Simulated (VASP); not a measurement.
Write the native input for VASP 6.6.1 that does the following.

* Task: single point
* Functional: r2SCAN
* Potentials or basis: VASP PAW PBE potentials, release 64 (Ti_sv, Si)
* Cutoff: 520 eV
* k mesh: 18 × 18 × 12
* Occupations: gaussian, width 0.15 eV
* Spin: no spin polarisation
* Dipole correction: no
* Further INCAR settings: ALGO = Normal; EDIFF = 1e-06; NBANDS = 15

The system is TiSi.

```xyz
2
Lattice="1.8434 -2.1494 0.0000 1.8434 2.1494 0.0000 0.0000 0.0000 3.9181" Properties=species:S:1:pos:R:3 pbc="T T T"
Ti    1.8434    0.0000    0.0000
Si    0.0000    0.0000    1.9590
```

This cell differs from its parent crystal: strain +0.015 along x and y, +0.030 along z.

These files were run (other wordings do the same):

POSCAR

```
TiSi
1.0
    1.8434206700     -2.1493883600      0.0000000000
    1.8434206700      2.1493883600      0.0000000000
    0.0000000000      0.0000000000      3.9180520200
Ti Si
1 1
Direct
    0.5000000000      0.5000000000      0.0000000000
    0.0000000000      0.0000000000      0.5000000000
```

INCAR.step1

```
SYSTEM = TiSi
ALGO = Normal ; EDIFF = 1E-4
ENCUT = 520 ; GGA = PE
ISMEAR = 0 ; LASPH = .True.
LCHARG = .False. ; LREAL = .False.
LWAVE = .True. ; NBANDS = 15
NELM = 60 ; PREC = Accurate
SIGMA = 0.15
```

INCAR.step2

```
SYSTEM = TiSi
ALGO = Normal ; EDIFF = 1E-6
ENCUT = 520 ; ISIF = 2
ISMEAR = 0 ; ISTART = 1
LASPH = .True. ; LCHARG = .False.
LMIXTAU = .True. ; LREAL = .False.
LWAVE = .False. ; METAGGA = R2SCAN
NBANDS = 15 ; NELM = 60
PREC = Accurate ; SIGMA = 0.15
```

KPOINTS

```
k-points
0
Gamma
  18 18 12
  0 0 0
```

Potentials or basis: VASP PAW PBE potentials, release 64 (Ti_sv, Si).

Launch:

```bash
$ cat potpaw_PBE.64/Ti_sv/POTCAR potpaw_PBE.64/Si/POTCAR > POTCAR
$ cp INCAR.step1 INCAR
$ mpirun -np 1 vasp_std > vasp.out
$ cp INCAR.step2 INCAR
$ mpirun -np 1 vasp_std > vasp.out
```

Results of the run:

```yaml
Pressure: -8.9 GPa
Band_gap_on_the_k_mesh: zero (band 8 reaches 10.29 eV, above the bottom of band 9 at 8.71 eV)
```

Caveat: the cell differs from its parent crystal (strain +0.015 along x and y, +0.030 along z); the PAW data sets were made with another functional, which shifts forces and pressure a little.

Wall time 5.7 min on 1 thread of Intel(R) Xeon(R) 6975P-C (Granite Rapids) (shared host), peak memory 0.39 GiB.
